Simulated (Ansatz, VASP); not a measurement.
Nb: VASP beside Ansatz

The input POSCAR:

```
Nb
1.0
    0.0000000000      2.1439762034      2.0582171553
    2.1439762034      0.0000000000      2.0582171553
    2.1439762034      2.1439762034      0.0000000000
Nb
1
Direct
    0.0000000000      0.0000000000      0.0000000000
```

File INCAR.step1:

```
PREC = Accurate
ENCUT = 520
ISMEAR = 0
SIGMA = 0.15
LREAL = False
LASPH = True
NELM = 80
NBANDS = 12
GGA = PE
ALGO = Normal
EDIFF = 1E-4
LWAVE = True
LCHARG = False
```

The input INCAR.step2:

```
PREC = Accurate
ENCUT = 520
EDIFF = 1E-6
ISMEAR = 0
SIGMA = 0.15
LREAL = False
LASPH = True
NELM = 80
ALGO = Normal
ISIF = 2
LWAVE = False
LCHARG = False
METAGGA = R2SCAN
LMIXTAU = True
NBANDS = 12
ISTART = 1
```

KPOINTS

```
Automatic mesh
0
Gamma
  22 22 22
```

Input for Ansatz:

```yaml
crystal:
  lattice:
    - [0.0, 2.1439762034, 2.0582171553]
    - [2.1439762034, 0.0, 2.0582171553]
    - [2.1439762034, 2.1439762034, 0.0]
  atoms:
    - { symbol: Nb, position: [0.0, 0.0, 0.0] }
basis:
  ecutwfc: 500
kpoints:
  mp_grid: { grid: [22, 22, 22] }
hamiltonian:
  xc: r2scan
scf:
  occupations: { method: gaussian, width: 0.15 }
output:
  forces: true
  stress: true
  eigenvalues: true
```

Alike in both runs: task single point; functional r2SCAN; k mesh 22 × 22 × 22; occupations gaussian, width 0.15 eV; no spin polarisation.

|  | VASP | Ansatz |
| --- | --- | --- |
| version | VASP 6.6.1 | Ansatz 0.2.0 |
| potentials or method | VASP PAW PBE potentials, release 64 (Nb_sv), cutoff 520 eV | scalar-relativistic, plane waves, PAW |
| valence electrons in the cell | 13 | 13 |

Ansatz gave:

```
gap on the k mesh at the Fermi level (eV)                     : none
pressure (GPa)                                                : -2.4
traceless stress, the component that is largest in VASP (GPa) : -6.99
```

Q: Estimate VASP's values.

A: gap on the k mesh at the Fermi level (eV): none; pressure (GPa): -2.6; traceless stress, the component that is largest in VASP (GPa): -6.95.

VASP's potentials were made for PBE, not for r2SCAN. A gap of «none» marks a metal or a gap that the smearing closes. The functional is the same, so the differences come from potentials, cutoffs and numerics.
